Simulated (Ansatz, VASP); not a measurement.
V in VASP and in Ansatz

```
CELL_PARAMETERS angstrom
-1.49918 1.49918 1.49918
1.49918 -1.49918 1.49918
1.49918 1.49918 -1.49918
ATOMIC_POSITIONS crystal
V 0.00000 0.00000 0.00000
```

Alike in both runs: task single point; functional PBE; k mesh 15 × 15 × 15; occupations methfessel-paxton of order 1, width 0.3 eV; no spin polarisation.

|  | VASP | Ansatz |
| --- | --- | --- |
| version | VASP 6.6.1 | Ansatz 0.2.0 |
| potentials or method | VASP PAW PBE potentials, release 64 (V_sv), cutoff 520 eV | plane waves (420 eV) with PAW, scalar-relativistic |
| valence electrons in the cell | 13 | 13 |

VASP gave:

- pressure (GPa): -0.2

Task: Estimate Ansatz's values.

Result: Pressure (GPa): -0.4.
